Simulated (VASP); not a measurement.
**LiFeSe2Cl6: single point with PBE**

Crystal: LiFeSe2Cl6.

```
CELL_PARAMETERS angstrom
0.00000 4.83591 4.83591
4.83591 0.00000 4.83591
4.83591 4.83591 0.00000
ATOMIC_POSITIONS crystal
Se 0.75000 0.75000 0.75000
Se 0.25000 0.25000 0.25000
Fe 0.00000 0.00000 0.00000
Cl 0.76960 0.76960 0.23040
Cl 0.23040 0.23040 0.76960
Cl 0.23040 0.76960 0.76960
Cl 0.76960 0.23040 0.23040
Cl 0.76960 0.23040 0.76960
Cl 0.23040 0.76960 0.23040
Li 0.50000 0.50000 0.50000
```

```
Program             : VASP 6.6.1
Task                : single point
Functional          : PBE
Potentials or basis : VASP PAW PBE potentials, release 64 (Se, Fe, Cl, Li_sv)
Cutoff              : 520 eV
k mesh              : 4 × 4 × 4
Occupations         : fermi-dirac, width 0.1 eV
Spin                : no spin polarisation
```

```
Largest force          : 0.164 eV/Å
Band gap on the k mesh : zero (an odd number of electrons rules out a gap without spin polarisation)
```

Forces in eV/Å, atoms in the order of the input:
```
Se   0.000  0.000  0.000
Se   0.000  0.000  0.000
Fe   0.000  0.000  0.000
Cl   0.000  0.000 -0.164
Cl   0.000  0.000  0.164
Cl  -0.164  0.000  0.000
Cl   0.164  0.000  0.000
Cl   0.000 -0.164  0.000
Cl   0.000  0.164  0.000
Li   0.000  0.000  0.000
```

Levels at points of the mesh, in eV from the Fermi level:
```
           k point  band 30  band 31  band 32  band 33  band 34  band 35
(0.00, 0.00, 0.00)    -1.05     0.33     0.33     0.33     0.69     0.69
(0.50, 0.00, 0.00)    -0.75    -0.72    -0.36     0.25     0.25     0.42
(0.50, 0.50, 0.00)    -0.56    -0.52    -0.52     0.11     0.11     0.12
```

It took 4.7 min on 1 thread of Intel(R) Xeon(R) Platinum 8488C (Sapphire Rapids), on a shared host, peak memory 0.43 GiB.

Caveat: an odd number of electrons without spin polarisation forces a metal; a magnetic or distorted state may lie lower; the run has no spin polarisation, though such a crystal can be magnetic; semilocal functionals often make such compounds metallic where correlation or magnetic order opens a gap, which also shifts bond lengths. With open d or f shells a metallic result of PBE can be an artefact of self-interaction; +U or a hybrid may open a gap.
